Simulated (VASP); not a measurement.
## KCl: single point with PBE

KCl:

```
K Cl
1.0
     0.00000    3.14485    3.14485
     3.14485    0.00000    3.14485
     3.14485    3.14485    0.00000
K Cl
1 1
Direct
  0.00000 0.00000 0.00000
  0.50000 0.50000 0.50000
```

```json
{
  "Program": "VASP 6.6.1",
  "Task": "single point",
  "Functional": "PBE",
  "Potentials or basis": "VASP PAW PBE potentials, release 64 (K_sv, Cl)",
  "Cutoff": "520 eV",
  "k mesh": "6 × 6 × 6",
  "Occupations": "gaussian, width 0.01 eV",
  "Spin": "no spin polarisation",
  "Dipole correction": "no",
  "Further INCAR settings": "ALGO = Normal; EDIFF = 1e-07; NBANDS = 15"
}
```

```yaml
Pressure: 0.8 GPa
Band_gap_on_the_k_mesh: 5.19 eV, direct
```

Levels at points of the mesh, in eV from the valence-band top:
```
           k point  band 4  band 5  band 6  band 7  band 8  band 9  band 10  band 11  band 12  band 13
(0.00, 0.00, 0.00)  -10.65  -10.65    0.00    0.00    0.00    5.19     8.38     8.38     8.38     9.26
(0.50, 0.00, 0.00)  -10.66  -10.41   -1.06   -0.33   -0.33    7.60     8.61    10.53    10.53    11.42
(0.50, 0.50, 0.00)  -10.71  -10.71   -0.66   -0.22   -0.22    6.53     8.36    10.08    10.24    10.63
```

It took 40 s on 1 thread of AMD EPYC 7R13, with other jobs on the host, peak memory 0.17 GiB.

Expect the measured gap to be larger: semilocal functionals such as PBE lack the derivative discontinuity.
